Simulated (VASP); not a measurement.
Rh:

```
CELL_PARAMETERS angstrom
0.00000 1.89785 1.89785
1.89785 0.00000 1.89785
1.89785 1.89785 0.00000
ATOMIC_POSITIONS crystal
Rh 0.00000 0.00000 0.00000
```

Base run:

* Program: VASP 6.6.1
* Functional: BLYP
* Potentials or basis: VASP PAW PBE potentials, release 64 (Rh_pv)
* Cutoff: 520 eV
* k mesh: 14 × 14 × 14
* Occupations: methfessel-paxton, width 0.15 eV
* Spin: no spin polarisation

Its results: pressure 22.1 GPa.

The run is repeated on the same cell with these changes: functional from BLYP to PBE. What comes out?

Pressure 7.5 GPa.

PBE binds more tightly than BLYP, so the same cell stands under less pressure.

Caveats: the PAW data sets were made with another functional, which shifts forces and pressure a little (some runs).
